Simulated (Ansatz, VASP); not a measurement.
**GaN in VASP and in Ansatz**

```
Ga N
1.0
     4.50700    0.00000    0.00000
     0.00000   -4.50700    0.00000
     0.00000    0.00000   -4.50700
Ga N
4 4
Direct
  0.00000 0.50000 0.52663
  0.50000 0.00000 0.50000
  0.50000 0.50000 0.00000
  0.00000 0.00000 0.00000
  0.75000 0.75000 0.75000
  0.25000 0.25000 0.75000
  0.25000 0.75000 0.25000
  0.75000 0.25000 0.25000
```

Alike in both runs: task single point; functional PBE; k mesh 6 × 6 × 6; occupations gaussian, width 0.05 eV; no spin polarisation.

```csv
,VASP,Ansatz
version,VASP 6.6.1,Ansatz 0.2.0
potentials or method,"VASP PAW PBE potentials, release 64 (Ga_d, N), cutoff 520 eV","scalar-relativistic, plane waves, PAW"
valence electrons in the cell,72,72
```

Ansatz gave:

```
gap on the k mesh at the Fermi level (eV)                     : 1.63
least direct gap on the mesh (eV)                             : 1.63
pressure (GPa)                                                : 5.5
traceless stress, the component that is largest in VASP (GPa) : 1.85
rms of the force components (eV/Å)                            : 0.519
```

Q: What did VASP give for the same quantities?

A: gap on the k mesh at the Fermi level (eV): 1.63; least direct gap on the mesh (eV): 1.63; pressure (GPa): 5.5; traceless stress, the component that is largest in VASP (GPa): 1.81; rms of the force components (eV/Å): 0.516.

Atom by atom the forces differ by 0.005 eV/Å (rms over components). The functional is the same, so the differences come from potentials, cutoffs and numerics.
